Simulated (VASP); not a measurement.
# B (Fd-3m) in VASP: a series of runs

Runs on B. Level: PBE. Tasks: single point.

Program: VASP 6.6.1. These are calculated values, not measurements. Logs are shortened: lines on timing, memory, paths and dates and some standing lists are left out, and cuts for length are marked.

### 1 The cell of the first run

Symmetry: Fd-3m, No. 227, cubic system. Conventional cell: a = 2.985 Å, b = 2.985 Å, c = 2.985 Å, α = 90.00°, β = 90.00°, γ = 90.00°. B (site symmetry -43m) has 4 B at 1.29 Å within 1.7 Å.

### 2 Single point, PBE (volume scaled by 0.4)

The input, INCAR:

```
  PREC = Accurate
  ENCUT = 520
  EDIFF = 1E-6
  ISMEAR = -1
  SIGMA = 0.05
  LREAL = F
  LASPH = T
  NELM = 80
  ALGO = Normal
  ISIF = 2
  LWAVE = F
  LCHARG = T
  GGA = PE
  LELF = T
  LVHAR = T
  NBANDS = 10
```

The input, KPOINTS:

```
regular mesh
0
Gamma
  18 18 18
```

The input, POSCAR:

```
B
1.0
    0.0000000000      1.4924359917      1.4924359917
    1.4924359917      0.0000000000      1.4924359917
    1.4924359917      1.4924359917      0.0000000000
B
2
Direct
   -0.1250000000     -0.1250000000     -0.1250000000
    0.1250000000      0.1250000000      0.1250000000
```

Potentials or basis: VASP PAW PBE potentials, release 64 (B).

The run is started by

```console
$ cat potpaw_PBE.64/B/POTCAR > POTCAR
$ mpirun -np 1 vasp_std > vasp.out
```

OUTCAR:

```text
PREC = Accurate
   ENCUT = 520
   EDIFF = 1E-6
   ISMEAR = -1
   LREAL = F
   LASPH = T
   NELM = 80
   ISIF = 2
   GGA = PE

 ion  position               nearest neighbor table
   1  0.875  0.875  0.875-   2 1.29   2 1.29   2 1.29   2 1.29
   2  0.125  0.125  0.125-   1 1.29   1 1.29   1 1.29   1 1.29

  LATTYP: Found a face centered cubic cell.
 ALAT       =     2.9848719834

  Lattice vectors:

 A1 = (   0.0000000000,   1.4924359917,   1.4924359917)
 A2 = (   1.4924359917,   0.0000000000,   1.4924359917)
 A3 = (   1.4924359917,   1.4924359917,   0.0000000000)

Analysis of symmetry for initial positions (statically):
=====================================================================
 Subroutine PRICEL returns:
 Original cell was already a primitive cell.

 Routine SETGRP: Setting up the symmetry group for a
 face centered cubic supercell.

 Subroutine GETGRP returns: Found 48 space group operations
 (whereof 12 operations were pure point group operations)
 out of a pool of 48 trial point group operations.

The static configuration has the point symmetry D_3d.
 The point group associated with its full space group is O_h .

Analysis of symmetry for dynamics (positions and initial velocities):
=====================================================================
 Subroutine PRICEL returns:
 Original cell was already a primitive cell.

 Routine SETGRP: Setting up the symmetry group for a
 face centered cubic supercell.

 Subroutine GETGRP returns: Found 48 space group operations
 (whereof 12 operations were pure point group operations)
 out of a pool of 48 trial point group operations.

The dynamic configuration has the point symmetry D_3d.
 The point group associated with its full space group is O_h .

 Subroutine INISYM returns: Found 48 space group operations
 (whereof 12 operations are pure point group operations),
 and found     1 'primitive' translations

----------------------------------------------------------------------------------------

                                     Primitive cell

  volume of cell :       6.6484

  direct lattice vectors                    reciprocal lattice vectors
     0.000000000  1.492435992  1.492435992    -0.335022743  0.335022743  0.335022743
     1.492435992  0.000000000  1.492435992     0.335022743 -0.335022743  0.335022743
     1.492435992  1.492435992  0.000000000     0.335022743  0.335022743 -0.335022743

[... 82 lines left out ...]
   NELM   =     80;   NELMIN=  2; NELMDL= -5     # of ELM steps
   EDIFF  = 0.1E-05   stopping-criterion for ELM
   LREAL  =      F    real-space projection
   EDIFFG = 0.1E-04   stopping-criterion for IOM
   NSW    =      0    number of steps for IOM
   IBRION =     -1    ionic relax: 0-MD 1-quasi-New 2-CG
   NFREE  =      0    steps in history (QN), initial steepest desc. (CG)
   ISIF   =      2    stress and relaxation
   ISYM   =      2    0-nonsym 1-usesym 2-fastsym
   POTIM  = 0.5000    time-step for ionic-motion
   TEBEG  =    0.0;   TEEND  =   0.0 temperature during run
   PSTRESS=    0.0 pullay stress
   NELECT =       6.0000    total number of electrons
   NUPDOWN=      -1.0000    fix difference up-down
   EMIN   =  10.00;   EMAX   =-10.00  energy-range for DOS
   EFERMI =   0.00;   METHOD = LEGACY
   ISMEAR =    -1;   SIGMA  =   0.05  broadening in eV -4-tet -1-fermi 0-gaus
   EFERMI_NEDOS =   21; number of points for ismear=-14 and -15
   IALGO  =     38    algorithm
   IMIX   =      4    mixing-type and parameters
     AMIX     =   0.40;   BMIX     =  1.00
     AMIX_MAG =   1.60;   BMIX_MAG =  1.00
  volume/ion in A,a.u.               =       3.32        22.43
  Fermi-wavevector in a.u.,A,eV,Ry     =   1.582048  2.989636 34.053675  2.502874
  Thomas-Fermi vector in A             =   2.682030
   LORBIT       =      0    0 simple, 1 ext, 2 COOP (PROOUT), +10 PAW based schemes
   GGA     = PE    functional components
   LHFCALC =     F    Hartree Fock is set to
   AEXX    =    0.0000 exact exchange contribution
   IVDW    =     0    specifies the selected vdW correction
   LEPSILON=     F    determine dielectric tensor
   LRPA    =     F    only Hartree local field effects (RPA)
 non-spin polarized calculation
  energy-cutoff  :      520.00
  volume of cell :        6.65
 maximum number of plane-waves:       190
   NGX =  7   NGY =  7   NGZ =  7

 number of electron       6.0000000 magnetization

 Free energy of the ion-electron system (eV)
  ---------------------------------------------------
  ext. energy  EPLUGINS =         0.00000000
  ---------------------------------------------------
  free energy    TOTEN  =         0.52376980 eV

  energy without entropy =        0.52673709  energy(sigma->0) =        0.52525344

 E-fermi :  13.6599     XC(G=0): -15.3654

 val. band max:       13.6414389947   @ k =  -0.4444   0.1667   0.0000
 cond. band min:      13.6795076225   @ k =  -0.3889   0.2222   0.1111
 fundamental gap:      0.0380686279
 Fermi energy:        13.6598619141

 k-point     1 :       0.0000    0.0000    0.0000
  band No.  band energies     occupation
      1      -7.6991      2.00000
      2      22.0530      0.00000
      3      22.0530      0.00000
      4      22.0530      0.00000
      5      27.8806      0.00000
      6      27.8806      0.00000
      7      27.8806      0.00000
      8      50.3078      0.00000
      9      51.2489      0.00000
     10      51.2489      0.00000
[... 287 lines left out ...]
 k-point    24 :      -0.2222    0.0556    0.0000
  band No.  band energies     occupation
      1      -5.6838      2.00000
      2      12.2448      2.00000
      3      17.4015      0.00000
      4      19.6306      0.00000
      5      30.6860      0.00000
      6      32.5001      0.00000
      7      36.5958      0.00000
      8      41.6459      0.00000
      9      43.0671      0.00000
     10      48.1945      0.00000

 [... further k-points ...]
[... 5 lines left out ...]
  --------------------------------------------------------------------------------------
  -------------------------------------------------------------------------------------
  Total       31.8137894     31.8137894     31.8137894     -0.0000000     -0.0000000     -0.0000000
  in kB     7666.7066666   7666.7066666   7666.7066666     -0.0000000     -0.0000000     -0.0000000
  external PRESSURE =    7666.7066666 kB  Pullay stress =       0.0000000 kB

 VOLUME and BASIS-vectors are now :
 -----------------------------------------------------------------------------
  energy-cutoff  :      520.00
  volume of cell :        6.65
      direct lattice vectors                 reciprocal lattice vectors
     0.000000000  1.492435992  1.492435992    -0.335022743  0.335022743  0.335022743
     1.492435992  0.000000000  1.492435992     0.335022743 -0.335022743  0.335022743
     1.492435992  1.492435992  0.000000000     0.335022743  0.335022743 -0.335022743

 POSITION                                       TOTAL-FORCE (eV/Angst)
 -----------------------------------------------------------------------------------
      2.61176      2.61176      2.61176         0.000000      0.000000      0.000000
      0.37311      0.37311      0.37311        -0.000000     -0.000000     -0.000000
 -----------------------------------------------------------------------------------
    total drift:                               -0.000000      0.000000      0.000000

  FREE ENERGIE OF THE ION-ELECTRON SYSTEM (eV)
  ---------------------------------------------------
  free  energy   TOTEN  =         0.5237698006 eV

  energy  without entropy=        0.5267370853  energy(sigma->0) =        0.52525344
```

OSZICAR:

```text
N       E                     dE             d eps       ncg     rms          rms(c)
DAV:   1     0.158256882626E+02    0.15826E+02   -0.34112E+03  4112   0.582E+02
DAV:   2    -0.518255662126E+00   -0.16344E+02   -0.15287E+02  4796   0.121E+02
DAV:   3    -0.647330159454E+00   -0.12907E+00   -0.12877E+00  4668   0.854E+00
DAV:   4    -0.647366551829E+00   -0.36392E-04   -0.36393E-04  4382   0.148E-01
DAV:   5    -0.647366555648E+00   -0.38198E-08   -0.41023E-08  4426   0.179E-03    0.714E+00
DAV:   6     0.220081656871E+00    0.86745E+00   -0.39179E-01  4238   0.477E+00    0.434E+00
DAV:   7     0.523892642107E+00    0.30381E+00   -0.41144E-01  4380   0.474E+00    0.897E-01
DAV:   8     0.523691301097E+00   -0.20134E-03   -0.30979E-03  4394   0.513E-01    0.123E-01
DAV:   9     0.523771669008E+00    0.80368E-04   -0.18619E-04  4312   0.973E-02    0.194E-02
DAV:  10     0.523769985162E+00   -0.16838E-05   -0.98020E-07  4416   0.105E-02    0.412E-03
DAV:  11     0.523769800585E+00   -0.18458E-06   -0.13635E-07  2440   0.334E-03
   1 F= 0.52376980E+00 E0= 0.52525344E+00  d E =-.296728E-02
```

It took 7.8 s on 1 thread of Intel Xeon Platinum 8488C (Sapphire Rapids), shared host; peak memory 0.12 GiB.

The run converged, but its numbers aren't listed here, since they failed a check.

### 3 Single point, PBE (volume scaled by 0.45)

The input, INCAR:

```
ALGO = Normal
EDIFF = 1E-6
ENCUT = 520
GGA = PE
ISIF = 2
ISMEAR = -1
LASPH = T
LCHARG = T
LELF = T
LREAL = F
LVHAR = T
LWAVE = F
NBANDS = 10
NELM = 60
PREC = Accurate
SIGMA = 0.05
```

The input, KPOINTS:

```
k-points
0
Gamma
  18 18 18
```

The input, POSCAR:

```
B
1.0
    0.0000000000      1.5521959816      1.5521959816
    1.5521959816      0.0000000000      1.5521959816
    1.5521959816      1.5521959816      0.0000000000
B
2
Direct
   -0.1250000000     -0.1250000000     -0.1250000000
    0.1250000000      0.1250000000      0.1250000000
```

Potentials or basis: VASP PAW PBE potentials, release 64 (B).

The run is started by

```console
$ cat potpaw_PBE.64/B/POTCAR > POTCAR
$ mpirun -np 1 vasp_std > vasp.out
```

Wall time 7.6 s (1 thread of Intel Xeon Platinum 8488C (Sapphire Rapids), shared host); peak memory 0.11 GiB.

Results (log left out):

| Quantity | Value |
| --- | --- |
| Free energy | -2.8581 eV |
| Pressure | 550.2 GPa |
| Band gap on the k mesh | zero (band 3 reaches 19.68 eV, above the bottom of band 4 at 6.43 eV) |

Levels at points of the mesh, in eV from the Fermi level:
| k point | band 1 | band 2 | band 3 | band 4 | band 5 | band 6 |
| --- | --- | --- | --- | --- | --- | --- |
| (0.00, 0.00, 0.00) | -20.05 | 7.68 | 7.68 | 7.68 | 13.29 | 13.29 |
| (0.50, 0.00, 0.00) | -13.48 | -9.97 | 3.15 | 3.15 | 15.71 | 15.71 |
| (0.50, 0.50, 0.00) | -8.87 | -8.87 | -2.99 | -2.99 | 12.26 | 12.26 |

[end of part 1 of 2]
